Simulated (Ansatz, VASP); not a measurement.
## Al2Cu: VASP beside Ansatz

```
CELL_PARAMETERS angstrom
-3.02619 3.02619 2.44162
3.02619 -3.02619 2.44162
3.02619 3.02619 -2.44162
ATOMIC_POSITIONS crystal
Al 0.15865 0.65865 0.81729
Al 0.65864 0.84134 0.50000
Al 0.84136 0.34136 0.18270
Al 0.34137 0.15865 0.50000
Cu 0.75000 0.75001 0.00002
Cu 0.24999 0.24998 0.99998
```

Change from the starting cell: all atoms moved at random, sigma 0.25 Å a component; relaxed back.

Alike in both runs: functional PBE; k mesh 10 × 10 × 10; occupations gaussian, width 0.15 eV; no spin polarisation.

Ansatz relaxed the structure, and its values are those at the end. VASP's run is a single point on that final structure, the one shown.

|  | VASP | Ansatz |
| --- | --- | --- |
| version | VASP 6.6.1 | Ansatz 0.2.0 |
| potentials or method | VASP PAW PBE potentials, release 64 (Al, Cu), cutoff 600 eV | scalar-relativistic, plane waves, PAW |
| valence electrons in the cell | 34 | 50 |

VASP gave:

```
gap on the k mesh at the Fermi level (eV) : none
pressure (GPa)                            : 0.1
```

**Question.** What did Ansatz give for the same quantities?

**Answer.** gap on the k mesh at the Fermi level (eV): none; pressure (GPa): 0.0.

A gap of «none» marks a metal or a gap that the smearing closes. The functional is the same, so the differences come from potentials, cutoffs and numerics. VASP's potentials hold 34 valence electrons a cell and Ansatz's 50, so a difference there can come from the potentials and not from the codes. Ansatz's warnings: stress scf threshold loose.
